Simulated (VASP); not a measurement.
A run of VASP 6.6.1 is set up as follows.

The input INCAR:

```
ALGO     = Normal         # electronic algorithm
EDIFF    = 1E-6           # SCF threshold, eV
ENCUT    = 520            # plane-wave cutoff, eV
GGA      = PE             # functional
ISIF     = 2              # what is computed and relaxed
ISMEAR   = 0              # smearing method
ISPIN    = 2              # spin polarisation
LASPH    = T              # aspherical terms in the spheres
LCHARG   = F              # write CHGCAR
LMAXMIX  = 4              # l up to which the mixer works
LORBIT   = 11             # projections on sites
LREAL    = F              # projectors in reciprocal space
LWAVE    = F              # write WAVECAR
MAGMOM   = 1.5            # initial moments
NBANDS   = 15             # bands
NELM     = 150            # most SCF steps
PREC     = Accurate       # precision mode
SIGMA    = 0.05           # smearing width, eV
```

Contents of KPOINTS:

```
k-points
0
Gamma
  1 1 29
```

POSCAR

```
Ni
1.0
    9.0000000000      0.0000000000      0.0000000000
    0.0000000000      9.3000000000      0.0000000000
    0.0000000000      0.0000000000      2.1747503627
Ni
1
Direct
    0.5000000000      0.5000000000      0.0000000000
```

Potentials or basis: VASP PAW PBE potentials, release 64 (Ni).

Launch:

```console
$ cat potpaw_PBE.64/Ni/POTCAR > POTCAR
$ mpirun -np 1 vasp_std > vasp.out
```

(1) Estimate the net moment.

(2) Estimate the site moments.

Results:

(1) 1.17 μB per cell.

(2) Ni +1.14 μB.
